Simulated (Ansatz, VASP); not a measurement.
## Two plane-wave programs on Zn

Contents of INCAR:

```
PREC = Accurate ; ENCUT = 520
EDIFF = 1E-6 ; ISMEAR = 0
SIGMA = 0.15 ; LREAL = False
LASPH = True ; NELM = 60
ALGO = Fast ; ISIF = 2
LWAVE = False ; LCHARG = True
GGA = PS ; LELF = True
LVHAR = True ; NBANDS = 12
```

File KPOINTS:

```
regular mesh
0
Gamma
  22 22 22
```

File POSCAR:

```
Zn
1.0
   -1.5611918150      1.5611918150      1.5690370000
    1.5611918150     -1.5611918150      1.5690370000
    1.5768821850      1.5768821850     -1.5690370000
Zn
1
Direct
    0.0000000000      0.0000000000      0.0000000000
```

Input for Ansatz:

```yaml
crystal:
  lattice:
    - [-1.561191815, 1.561191815, 1.569037]
    - [1.561191815, -1.561191815, 1.569037]
    - [1.576882185, 1.576882185, -1.569037]
  atoms:
    - { symbol: Zn, position: [0.0, 0.0, 0.0] }
basis:
  ecutwfc: 420
kpoints:
  mp_grid: { grid: [22, 22, 22] }
hamiltonian:
  xc: pbesol
scf:
  occupations: { method: gaussian, width: 0.15 }
output:
  forces: true
  stress: true
  eigenvalues: true
```

Change from the starting cell: strain +0.0100 x Voigt [0, 0, 0, 0, 0, 1], atoms carried along.

Alike in both runs: task single point; functional PBEsol; k mesh 22 × 22 × 22; occupations gaussian, width 0.15 eV; no spin polarisation.

|  | VASP | Ansatz |
| --- | --- | --- |
| version | VASP 6.6.1 | Ansatz 0.2.0 |
| potentials or method | VASP PAW PBE potentials, release 64 (Zn), cutoff 520 eV | scalar-relativistic, plane waves, PAW |
| valence electrons in the cell | 12 | 12 |

Ansatz gave:

- gap on the k mesh at the Fermi level (eV): none
- pressure (GPa): -5.1
- traceless stress, the component that is largest in VASP (GPa): 0.07

**Question.** Which values does VASP return?

**Answer.** gap on the k mesh at the Fermi level (eV): none; pressure (GPa): -4.7; traceless stress, the component that is largest in VASP (GPa): 0.06.

VASP's potentials were made for PBE, not for PBEsol. A gap of «none» marks a metal or a gap that the smearing closes.
